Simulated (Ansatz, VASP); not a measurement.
# Two plane-wave programs on Ti

The input POSCAR:

```
Ti
1.0
   -1.5852474989      1.5852474989      1.5446001272
    1.5852474989     -1.5852474989      1.5446001272
    1.5852474989      1.5852474989     -1.5446001272
Ti
1
Direct
    0.0000000000      0.0000000000      0.0000000000
```

The input INCAR.step1:

```
  PREC = Accurate
  ENCUT = 520
  ISMEAR = 0
  SIGMA = 0.15
  LREAL = False
  LASPH = True
  NELM = 100
  NBANDS = 12
  GGA = PE
  ALGO = Normal
  EDIFF = 1E-4
  LWAVE = True
  LCHARG = False
```

The input INCAR.step2:

```
  PREC = Accurate
  ENCUT = 520
  EDIFF = 1E-6
  ISMEAR = 0
  SIGMA = 0.15
  LREAL = False
  LASPH = True
  NELM = 100
  ALGO = Normal
  ISIF = 2
  LWAVE = False
  LCHARG = False
  METAGGA = R2SCAN
  LMIXTAU = True
  NBANDS = 12
  ISTART = 1
```

Contents of KPOINTS:

```
regular mesh
0
Gamma
  26 26 26
```

Input for Ansatz:

```yaml
crystal:
  lattice:
    - [-1.5852474989, 1.5852474989, 1.5446001272]
    - [1.5852474989, -1.5852474989, 1.5446001272]
    - [1.5852474989, 1.5852474989, -1.5446001272]
  atoms:
    - { symbol: Ti, position: [0.0, 0.0, 0.0] }
basis:
  ecutwfc: 500
kpoints:
  mp_grid: { grid: [26, 26, 26] }
hamiltonian:
  xc: r2scan
scf:
  occupations: { method: gaussian, width: 0.15 }
output:
  forces: true
  stress: true
  eigenvalues: true
```

Change from the starting cell: strain -0.025 along x and y, -0.050 along z, atoms carried along.

Alike in both runs: task single point; functional r2SCAN; k mesh 26 × 26 × 26; occupations gaussian, width 0.15 eV; no spin polarisation.

```csv
,VASP,Ansatz
version,VASP 6.6.1,Ansatz 0.2.0
potentials or method,"VASP PAW PBE potentials, release 64 (Ti_sv), cutoff 520 eV","scalar-relativistic, plane waves, PAW"
valence electrons in the cell,12,12
```

VASP gave:

* gap on the k mesh at the Fermi level (eV): none
* pressure (GPa): 13.9
* traceless stress, the component that is largest in VASP (GPa): -0.59

Estimate Ansatz's values.

gap on the k mesh at the Fermi level (eV): none; pressure (GPa): 13.5; traceless stress, the component that is largest in VASP (GPa): -0.58.

VASP's potentials were made for PBE, not for r2SCAN. A gap of «none» marks a metal or a gap that the smearing closes.
